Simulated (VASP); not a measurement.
Set up this calculation in VASP 6.6.1, as the native input.

```
Task                   : single point
Functional             : PBE
Potentials or basis    : VASP PAW PBE potentials, release 64 (Li_sv, H)
Cutoff                 : 520 eV
k mesh                 : 10 × 10 × 10
Occupations            : gaussian, width 0.05 eV
Spin                   : no spin polarisation
Dipole correction      : no
Further INCAR settings : ALGO = Normal; EDIFF = 1e-06; NBANDS = 9
```

The structure of LiH lies in POSCAR:

```
LiH
1.0
    0.0000000000      2.0731500000      2.0325000000
    2.0731500000      0.0000000000      2.0325000000
    2.0731500000      2.0731500000      0.0000000000
Li H
1 1
Direct
    0.0000000000      0.0000000000      0.0000000000
    0.5000000000      0.5000000000      0.5000000000
```

This cell differs from its parent crystal: strain +0.0200 x Voigt [1, 1, 0, 0, 0, 0].

One way to write it, as run:

INCAR

```
PREC = Accurate
ENCUT = 520
EDIFF = 1E-6
ISMEAR = 0
SIGMA = 0.05
LREAL = False
LASPH = True
NELM = 60
ALGO = Normal
ISIF = 2
LWAVE = False
LCHARG = True
GGA = PE
LELF = True
LVHAR = True
NBANDS = 9
```

KPOINTS

```
regular mesh
0
Gamma
  10 10 10
```

Potentials or basis: VASP PAW PBE potentials, release 64 (Li_sv, H).

Run with:

```bash
$ cat potpaw_PBE.64/Li_sv/POTCAR potpaw_PBE.64/H/POTCAR > POTCAR
$ mpirun -np 1 vasp_std > vasp.out
```

It gave:

```json
{"Band gap on the k mesh": "2.85 eV (least direct gap 3.00 eV)"}
```

Caveat: the cell differs from its parent crystal (strain +0.0200 x Voigt [1, 1, 0, 0, 0, 0]).

Run time: 5.1 s on 1 thread of Intel(R) Xeon(R) 6975P-C (Granite Rapids), on a shared host, peak memory 0.14 GiB.
